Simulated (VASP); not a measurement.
## C: single point with LDA

Crystal: C.

```
C
1.0
     4.68574    0.00000    0.00000
     0.00000    4.68574    0.00000
     0.00000    0.00000    4.68574
C
1
Direct
  0.00000 0.00000 0.00000
```

| Property | Result |
| --- | --- |
| Program | VASP 6.6.1 |
| Task | single point |
| Functional | LDA |
| Potentials or basis | VASP PAW LDA potentials, release 64 (C) |
| Cutoff | 520 eV |
| k mesh | 5 × 5 × 5 |
| Occupations | methfessel-paxton, width 0.1 eV |
| Spin | no spin polarisation |
| Dipole correction | no |
| Further INCAR settings | ALGO = Normal; EDIFF = 1e-06; NBANDS = 8 |

```
Pressure               : -1.0 GPa
Band gap on the k mesh : zero (band 2 reaches -4.61 eV, above the bottom of band 3 at -4.89 eV)
```

Levels at points of the mesh, in eV from the Fermi level:
| k point | band 1 | band 2 | band 3 | band 4 | band 5 |
| --- | --- | --- | --- | --- | --- |
| (0.00, 0.00, 0.00) | -8.21 | 0.23 | 0.23 | 0.23 | 4.43 |

Run time: 5.1 s on 1 thread of Intel(R) Xeon(R) 6975P-C (Granite Rapids), on a shared host, peak memory 0.15 GiB.
